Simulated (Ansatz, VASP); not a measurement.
## SnTe: VASP beside Ansatz

```
Sn Te
1.0
     0.00000    2.99867    3.07759
     2.99867    0.00000    3.07759
     2.99867    2.99867    0.00000
Sn Te
1 1
Cartesian
  0.0000 0.0000 0.0000
  2.9987 2.9987 3.0776
```

Change from the starting cell: strain -0.050 along x and y, -0.025 along z, atoms carried along.

Alike in both runs: task single point; functional PBE; k mesh 10 × 10 × 10; occupations gaussian, width 0.03 eV; no spin polarisation.

|  | VASP | Ansatz |
| --- | --- | --- |
| version | VASP 6.6.1 | Ansatz 0.2.0 |
| potentials or method | VASP PAW PBE potentials, release 64 (Sn_d, Te), cutoff 520 eV | scalar-relativistic, plane waves, PAW |
| valence electrons in the cell | 20 | 30 |

```csv
,VASP,Ansatz,Ansatz less VASP
gap on the k mesh at the Fermi level (eV),0.14,0.14,+0.004
least direct gap on the mesh (eV),0.31,0.31,+0.002
pressure (GPa),10.4,10.4,+0.01
"traceless stress, the component that is largest in VASP (GPa)",-3.56,-3.55,+0.005
```

VASP's potentials hold 20 valence electrons a cell and Ansatz's 30, so a difference there can come from the potentials and not from the codes.

Neither program's run includes spin-orbit coupling.
